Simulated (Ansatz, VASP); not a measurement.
# One calculation of WSe, two programs

File INCAR:

```
SYSTEM = WSe
  PREC = Accurate
  ENCUT = 520
  EDIFF = 1E-6
  ISMEAR = 0
  SIGMA = 0.1
  LREAL = .FALSE.
  LASPH = .TRUE.
  NELM = 150
  ALGO = Normal
  ISIF = 2
  LWAVE = .FALSE.
  LCHARG = .FALSE.
  ISPIN = 2
  MAGMOM = 2.5 0
  LORBIT = 11
  LMAXMIX = 4
  LDAU = .TRUE.
  LDAUTYPE = 2
  LDAUL = 2 -1
  LDAUU = 6.2 0
  LDAUJ = 0 0
  LDAUPRINT = 1
  GGA = PE
  NBANDS = 21
```

KPOINTS

```
Automatic mesh
0
G
  12 12 12
  0 0 0
```

File POSCAR:

```
WSe
1.0
    0.0000000000      2.8710028295      2.8710028295
    2.8710028295      0.0000000000      2.8710028295
    2.8710028295      2.8710028295      0.0000000000
W Se
1 1
Direct
    0.0000000000      0.0000000000      0.0000000000
    0.5000000000      0.5000000000      0.5000000000
```

Input for Ansatz:

```yaml
crystal:
  lattice:
    - [0.0, 2.8710028271, 2.8710028271]
    - [2.8710028271, 0.0, 2.8710028271]
    - [2.8710028271, 2.8710028271, 0.0]
  atoms:
    - { symbol: W, position: [0.0, 0.0, 0.0], spin: 2.5 }
    - { symbol: Se, position: [0.5, 0.5, 0.5] }
basis:
  ecutwfc: 420
kpoints:
  mp_grid: { grid: [12, 12, 12] }
hamiltonian:
  xc: pbe
  hubbard: { sites: [{ species: W, l: d, u_eff: 6.2 }] }
scf:
  occupations: { method: gaussian, width: 0.1 }
output:
  forces: true
  stress: true
  eigenvalues: true
  populations: true
magnetization:
  spin_polarized: true
```

Alike in both runs: task single point; functional PBE; k mesh 12 × 12 × 12; occupations gaussian, width 0.1 eV; collinear spin; Hubbard terms W d U = 6.2 eV.

```csv
,VASP,Ansatz
version,VASP 6.6.1,Ansatz 0.2.0
potentials or method,"VASP PAW PBE potentials, release 64 (W_sv, Se), cutoff 520 eV","scalar-relativistic, plane waves, PAW"
valence electrons in the cell,20,30
```

|  | VASP | Ansatz | Ansatz less VASP |
| --- | --- | --- | --- |
| gap on the k mesh at the Fermi level (eV) | none | none | - |
| pressure (GPa) | -2.6 | 0.0 | +2.61 |
| net moment per atom (μB) | 1.97 | 2.00 | +0.029 |
| size of the moment on the site where the two differ most (μB) | 0.08 | 0.24 | +0.163 |

Site moments also hang on the region over which each program counts them. The programs project onto different local orbitals, so the same U acts differently, and such runs can settle in different states. A gap of «none» marks a metal or a gap that the smearing closes. VASP's potentials hold 20 valence electrons a cell and Ansatz's 30, so a difference there can come from the potentials and not from the codes. Ansatz's warnings: filled band counts differ across k points.

Spin-orbit coupling is off throughout.
